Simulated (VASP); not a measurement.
Input of a VASP 6.6.1 run:

File INCAR:

```
SYSTEM = Zr5Ti3
ALGO = Normal
EDIFF = 1E-6
ENCUT = 400
GGA = PE
GGA_COMPAT = .FALSE.
ISIF = 2
ISMEAR = -1
ISYM = -1
LASPH = .TRUE.
LCHARG = .FALSE.
LREAL = Auto
LWAVE = .FALSE.
NBANDS = 162
NELM = 120
PREC = Accurate
SIGMA = 0.1853
```

Contents of KPOINTS:

```
explicit points
1
Reciprocal
  0.25000000   0.25000000   0.25000000 1
```

Contents of POSCAR:

```
Zr5Ti3
1.0
    8.0883500000     -0.0717440000      0.2860350000
   -0.0717440000      7.8939330000     -0.0068350000
    0.2860350000     -0.0068350000      8.1197920000
Zr Ti
15 9
Direct
    0.7345236853      0.0139634616      0.4176976403
    0.0176058136      0.4878361924      0.7943095687
    0.8326704075      0.8566881623      0.7808119449
    0.2621980893      0.1209359802      0.7494345627
    0.1164004995      0.0524884210      0.2482869194
    0.5599355836      0.7516973980      0.5111745076
    0.4686162833      0.0740875018      0.1156355642
    0.9138893746      0.5095685623      0.2377483997
    1.0020073561      0.1261980208      0.5399715152
    0.0926864624      0.7972082741      0.0365772111
    0.6340538561      0.4340870389     -0.0174921488
    0.2669668136      0.4692169766      0.0841417176
    0.4204295398      0.4572751814      0.7643522042
    0.7532944445      0.3739598345      0.6267039155
    0.3461106203      0.2006486230      0.4351757634
    0.4008230355      0.8167775269      0.8647294484
    0.1915434915      0.8112660869      0.6627709012
    0.9528474386      0.7203520379      0.4515928350
    0.8795759606      0.1408232048      0.0397433846
    0.2564462181      0.5248160164      0.4744686223
    0.3531625580      0.7682745710      0.3038324509
    0.6383158318      0.7451316542      0.0899815298
    0.6018869916      0.4634859213      0.3309479086
    0.6490877526      0.1183783506      0.8230601598
```

Potentials or basis: VASP PAW PBE potentials, release 64 (Zr_sv, Ti_sv).

Launch:

```console
$ cat potpaw_PBE.64/Zr_sv/POTCAR potpaw_PBE.64/Ti_sv/POTCAR > POTCAR
$ mpirun -np 1 vasp_std > vasp.out
```

(1) Estimate the pressure.

(2) Predict the largest force.

Answers

(1) 3.0 GPa.

(2) 3.204 eV/Å.

Caveat: the atoms stand as in a frame of molecular dynamics.
